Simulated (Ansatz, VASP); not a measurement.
# One calculation of Te, two programs

```
Te
1.0
     4.63249    0.00000    0.00000
    -2.31624    4.01185    0.00000
     0.00000    0.00000    5.88690
Te
3
Cartesian
  1.1747 0.0000 1.9623
  4.0451 1.0174 3.9246
  1.7289 2.9945 0.0000
```

Alike in both runs: task single point; functional r2SCAN; k mesh 8 × 8 × 6; occupations fermi-dirac, width 0.05 eV; no spin polarisation.

|  | VASP | Ansatz |
| --- | --- | --- |
| version | VASP 6.6.1 | Ansatz 0.2.0 |
| potentials or method | VASP PAW PBE potentials, release 64 (Te), cutoff 520 eV | plane waves (500 eV) with PAW, scalar-relativistic |
| valence electrons in the cell | 18 | 48 |

```csv
,VASP,Ansatz,Ansatz less VASP
pressure (GPa),0.0,0.0,-0.04
"traceless stress, the component that is largest in VASP (GPa)",0.10,0.07,-0.031
```

VASP's potentials were made for PBE, not for r2SCAN. VASP's potentials hold 18 valence electrons a cell and Ansatz's 48, so a difference there can come from the potentials and not from the codes.

Spin-orbit coupling is off throughout.
